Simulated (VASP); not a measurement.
# K (Fm-3m) in VASP: elastic constants with PBEsol

Aim: the elastic constants of K with PBEsol.

Program: VASP 6.6.1. These are calculated values, not measurements. Logs are shortened: lines on timing, memory, paths and dates and some standing lists are left out, and cuts for length are marked.

**1. The cell of the first run**

The structure is cubic, space group Fm-3m (No. 225). Conventional cell: a = 4.898 Å, b = 4.898 Å, c = 4.898 Å, α = 90.00°, β = 90.00°, γ = 90.00°. K (site symmetry m-3m) has 12 K at 3.46 Å within 4.6 Å.

This isn't the form of K at room conditions, which is bcc.

**2. Elastic constants, PBEsol**

Input file INCAR:

```
SYSTEM = K
PREC = Accurate
ENCUT = 600
EDIFF = 1E-8
ISMEAR = -1
SIGMA = 0.1
LREAL = .FALSE.
LASPH = .TRUE.
NELM = 60
ALGO = Normal
ISIF = 3
LWAVE = .FALSE.
LCHARG = .FALSE.
GGA = PS
IBRION = 6
NFREE = 2
POTIM = 0.015
NSW = 1
```

Input file KPOINTS:

```
regular mesh
0
G
  18 18 18
  0 0 0
```

Input file POSCAR:

```
K
1.0
    0.0000000000      2.4489181207      2.4489181207
    2.4489181207      0.0000000000      2.4489181207
    2.4489181207      2.4489181207      0.0000000000
K
1
Direct
    0.0000000000      0.0000000000      0.0000000000
```

Potentials or basis: VASP PAW PBE potentials, release 64 (K_sv).

Started as:

```console
> cat potpaw_PBE.64/K_sv/POTCAR > POTCAR
> mpirun -np 1 vasp_std > vasp.out
```

OUTCAR:

```text
SYSTEM = K
   PREC = Accurate
   ENCUT = 600
   EDIFF = 1E-8
   ISMEAR = -1
   LREAL = .FALSE.
   LASPH = .TRUE.
   NELM = 60
   ISIF = 3
   GGA = PS
   IBRION = 6
   NFREE = 2
   POTIM = 0.015
   NSW = 1

 ion  position               nearest neighbor table
   1  0.000  0.000  0.000-

  LATTYP: Found a face centered cubic cell.
 ALAT       =     4.8978362414

  Lattice vectors:

 A1 = (   0.0000000000,   2.4489181207,   2.4489181207)
 A2 = (   2.4489181207,   0.0000000000,   2.4489181207)
 A3 = (   2.4489181207,   2.4489181207,   0.0000000000)

Analysis of symmetry for initial positions (statically):
=====================================================================
 Subroutine PRICEL returns:
 Original cell was already a primitive cell.

 Routine SETGRP: Setting up the symmetry group for a
 face centered cubic supercell.

 Subroutine GETGRP returns: Found 48 space group operations
 (whereof 48 operations were pure point group operations)
 out of a pool of 48 trial point group operations.

The static configuration has the point symmetry O_h .

Analysis of symmetry for dynamics (positions and initial velocities):
=====================================================================
 Subroutine PRICEL returns:
 Original cell was already a primitive cell.

 Routine SETGRP: Setting up the symmetry group for a
 face centered cubic supercell.

 Subroutine GETGRP returns: Found 48 space group operations
 (whereof 48 operations were pure point group operations)
 out of a pool of 48 trial point group operations.

The dynamic configuration has the point symmetry O_h .

 Subroutine INISYM returns: Found 48 space group operations
 (whereof 48 operations are pure point group operations),
 and found     1 'primitive' translations

----------------------------------------------------------------------------------------

                                     Primitive cell

  volume of cell :      29.3733

  direct lattice vectors                    reciprocal lattice vectors
     0.000000000  2.448918121  2.448918121    -0.204171792  0.204171792  0.204171792
     2.448918121  0.000000000  2.448918121     0.204171792 -0.204171792  0.204171792
     2.448918121  2.448918121  0.000000000     0.204171792  0.204171792 -0.204171792

  length of vectors
     3.463293219  3.463293219  3.463293219     0.353635916  0.353635916  0.353635916

  position of ions in fractional coordinates (direct lattice)
     0.000000000  0.000000000  0.000000000

  ion indices of the primitive-cell ions
   primitive index   ion index
                 1           1

----------------------------------------------------------------------------------------

 KPOINTS: regular mesh

Automatic generation of k-mesh.
 Grid dimensions read from file:
 generate k-points for:   18   18   18

 Generating k-lattice:

  Cartesian coordinates                     Fractional coordinates (reciprocal lattice)
    -0.011342877  0.011342877  0.011342877     0.055555556  0.000000000  0.000000000
     0.011342877 -0.011342877  0.011342877     0.000000000  0.055555556  0.000000000
     0.011342877  0.011342877 -0.011342877     0.000000000  0.000000000  0.055555556

  Length of vectors
     0.019646440  0.019646440  0.019646440

[... 92 lines left out ...]

 number of electron       9.0000000 magnetization

 Free energy of the ion-electron system (eV)
  ---------------------------------------------------
  ext. energy  EPLUGINS =         0.00000000
  ---------------------------------------------------
  free energy    TOTEN  =        -0.10346968 eV

  energy without entropy =       -0.07209036  energy(sigma->0) =       -0.08778002

------------------------ aborting loop because EDIFF is reached ----------------------------------------

  FORCE on cell =-STRESS in cart. coord.  units (eV):
  Direction    XX          YY          ZZ          XY          YZ          ZX
  --------------------------------------------------------------------------------------
  -------------------------------------------------------------------------------------
  Total        2.7561274      2.7561274      2.7561274     -0.0000000      0.0000000     -0.0000000
  in kB      150.3339521    150.3339521    150.3339521     -0.0000000      0.0000000     -0.0000000
  external PRESSURE =     150.3339521 kB  Pullay stress =       0.0000000 kB
[... 86 lines left out ...]
  FREE ENERGIE OF THE ION-ELECTRON SYSTEM (eV)
  ---------------------------------------------------
  free  energy   TOTEN  =        -0.0612954763 eV

  energy  without entropy=       -0.0299745320  energy(sigma->0) =       -0.04563500

[... ionic steps 4 to 12 ...]

--------------------------------------- Ionic step       13  -------------------------------------------

 number of electron       9.0000000 magnetization

------------------------ aborting loop because EDIFF is reached ----------------------------------------
[... 65 lines left out ...]
--------------------------------------- Ionic step       15  -------------------------------------------

 number of electron       9.0000000 magnetization

 Free energy of the ion-electron system (eV)
  ---------------------------------------------------
  ext. energy  EPLUGINS =         0.00000000
  ---------------------------------------------------
  free energy    TOTEN  =        -0.10347022 eV

  energy without entropy =       -0.07209089  energy(sigma->0) =       -0.08778055

 E-fermi :   3.0976     XC(G=0):  -8.6140

 val. band max:        3.0960659677   @ k =  -0.2778   0.2222   0.0000
 cond. band min:       3.1116161610   @ k =  -0.3333   0.1667   0.0556
 fundamental gap:      0.0155501933
 Fermi energy:         3.0976178440

 k-point     1 :       0.0000    0.0000    0.0000
  band No.  band energies     occupation
      1     -29.1727      2.00000
      2     -12.1815      2.00000
      3     -12.1815      2.00000
      4     -12.1815      2.00000
      5      -0.3447      2.00000
      6       7.6401      0.00000
      7       7.6401      0.00000
      8       7.6401      0.00000
[... 243 lines left out ...]
 k-point    24 :      -0.2222    0.0556    0.0000
  band No.  band energies     occupation
      1     -29.0832      2.00000
      2     -12.7506      2.00000
      3     -12.2802      2.00000
      4     -12.2306      2.00000
      5       1.1610      2.00000
      6       6.0727      0.00000
      7       7.7272      0.00000
      8       7.9527      0.00000

 [... further k-points ...]

------------------------ aborting loop because EDIFF is reached ----------------------------------------

  FORCE on cell =-STRESS in cart. coord.  units (eV):
  Direction    XX          YY          ZZ          XY          YZ          ZX
  --------------------------------------------------------------------------------------
  -------------------------------------------------------------------------------------
  Total        2.7562605      2.7562605      2.7562605     -0.0000000      0.0000000     -0.0000000
  in kB      150.3412131    150.3412131    150.3412131     -0.0000000      0.0000000     -0.0000000
  external PRESSURE =     150.3412131 kB  Pullay stress =       0.0000000 kB
[... 16 lines left out ...]
  FREE ENERGIE OF THE ION-ELECTRON SYSTEM (eV)
  ---------------------------------------------------
  free  energy   TOTEN  =        -0.1034702158 eV

  energy  without entropy=       -0.0720908925  energy(sigma->0) =       -0.08778055

 INTERNAL STRAIN TENSORS FROM STRAINED CELLS
 ============================================

 INTERNAL STRAIN TENSOR FOR ION    1 for displacements in x,y,z  (eV/Angst):
          X           Y           Z          XY          YZ          ZX
  --------------------------------------------------------------------------------
  x    -0.00000     0.00000     0.00000     0.00000    -0.00000     0.00000
  y    -0.00000     0.00000    -0.00000    -0.00000     0.00000     0.00000
  z     0.00000    -0.00000     0.00000     0.00000     0.00000     0.00000

 INTERNAL STRAIN TENSORS FROM DISPLACED ATOMS
 ============================================

 INTERNAL STRAIN TENSOR FOR ION    1 for displacements in x,y,z  (eV/Angst):
          X           Y           Z          XY          YZ          ZX
  --------------------------------------------------------------------------------
  x     0.00000     0.00000     0.00000     0.00000     0.00000     0.00000
  y     0.00000     0.00000     0.00000     0.00000     0.00000     0.00000
  z     0.00000     0.00000     0.00000     0.00000     0.00000     0.00000

 Eigenvectors and eigenvalues of the dynamical matrix
 ----------------------------------------------------

   1 f  =    0.000000 THz     0.000000 2PiTHz    0.000000 cm-1     0.000000 meV
             X         Y         Z           dx          dy          dz
      0.000000  0.000000  0.000000     1.000000    0.000000    0.000000

   2 f  =    0.000000 THz     0.000000 2PiTHz    0.000000 cm-1     0.000000 meV
             X         Y         Z           dx          dy          dz
      0.000000  0.000000  0.000000     0.000000    1.000000    0.000000

   3 f  =    0.000000 THz     0.000000 2PiTHz    0.000000 cm-1     0.000000 meV
             X         Y         Z           dx          dy          dz
      0.000000  0.000000  0.000000     0.000000    0.000000    1.000000

--------------------------------------------------------------------------------------------------------

 ELASTIC MODULI CONTR FROM IONIC RELAXATION (kBar)
 Direction    XX          YY          ZZ          XY          YZ          ZX
 --------------------------------------------------------------------------------
 XX           0.0000      0.0000      0.0000      0.0000      0.0000      0.0000
 YY           0.0000      0.0000      0.0000      0.0000      0.0000      0.0000
 ZZ           0.0000      0.0000      0.0000      0.0000      0.0000      0.0000
 XY           0.0000      0.0000      0.0000      0.0000      0.0000      0.0000
 YZ           0.0000      0.0000      0.0000      0.0000      0.0000      0.0000
 ZX           0.0000      0.0000      0.0000      0.0000      0.0000      0.0000
 --------------------------------------------------------------------------------

 TOTAL ELASTIC MODULI (kBar)
 Direction    XX          YY          ZZ          XY          YZ          ZX
 --------------------------------------------------------------------------------
 XX         246.0138    197.9248    197.9248     -0.0000      0.0000      0.0000
 YY         197.9248    246.0138    197.9248     -0.0000      0.0000     -0.0000
 ZZ         197.9248    197.9248    246.0138      0.0000     -0.0000     -0.0000
 XY          -0.0000     -0.0000      0.0000     82.2678     -0.0000     -0.0000
 YZ           0.0000      0.0000     -0.0000     -0.0000     82.2678      0.0000
 ZX           0.0000     -0.0000     -0.0000     -0.0000      0.0000     82.2678
 --------------------------------------------------------------------------------
```

Wall time 24 min (1 thread of AMD EPYC 9R45 (Zen 5), shared host); peak memory 0.75 GiB.

Results:

```yaml
Elastic_constants_C11_C12_C44: 25, 20, 8 GPa
Voigt_bulk_modulus: 21 GPa
```

Elastic tensor in Voigt notation (GPa, in the Cartesian axes of the cell as first typed):
```
25 20 20  0  0  0
20 25 20  0  0  0
20 20 25  0  0  0
 0  0  0  8  0  0
 0  0  0  0  8  0
 0  0  0  0  0  8
```

Clamped-ion elastic tensor (GPa):
```
25 20 20  0  0  0
20 25 20  0  0  0
20 20 25  0  0  0
 0  0  0  8  0  0
 0  0  0  0  8  0
 0  0  0  0  0  8
```

Caveat: the cell is under stress, which shifts elastic constants; the PAW data sets were made with another functional, which shifts forces and pressure a little.
